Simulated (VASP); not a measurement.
A run of VASP 6.6.1 is set up as follows.

File POSCAR:

```
Ti
1.0
    2.9358559451      0.0000000000      0.0000000000
   -1.4679279726      2.5425258303      0.0000000000
    0.0000000000      0.0000000000      4.6416239676
Ti
2
Direct
    0.3333333333      0.6666666667      0.2500000000
    0.6666666667      0.3333333333      0.7500000000
```

INCAR.step1

```
SYSTEM = Ti
PREC = Accurate
ENCUT = 520
ISMEAR = -1
SIGMA = 0.1
LREAL = .FALSE.
LASPH = .TRUE.
NELM = 80
NBANDS = 19
GGA = PE
ALGO = Normal
EDIFF = 1E-4
LWAVE = .TRUE.
LCHARG = .FALSE.
```

The input INCAR.step2:

```
SYSTEM = Ti
PREC = Accurate
ENCUT = 520
EDIFF = 1E-6
ISMEAR = -1
SIGMA = 0.1
LREAL = .FALSE.
LASPH = .TRUE.
NELM = 80
ALGO = Normal
ISIF = 2
LWAVE = .FALSE.
LCHARG = .TRUE.
METAGGA = R2SCAN
LMIXTAU = .TRUE.
LELF = .TRUE.
LVHAR = .TRUE.
NBANDS = 19
ISTART = 1
```

KPOINTS

```
Automatic mesh
0
G
  13 13 7
  0 0 0
```

Potentials or basis: VASP PAW PBE potentials, release 64 (Ti_sv).

Command:

```bash
$ cat potpaw_PBE.64/Ti_sv/POTCAR > POTCAR
$ cp INCAR.step1 INCAR
$ mpirun -np 1 vasp_std > vasp.out
$ cp INCAR.step2 INCAR
$ mpirun -np 1 vasp_std > vasp.out
```

Estimate the band gap on the k mesh.

zero (band 12 reaches 9.29 eV, above the bottom of band 13 at 8.06 eV).

What does it give for the pressure?

0.4 GPa.

Caveat: the PAW data sets were made with another functional, which shifts forces and pressure a little.
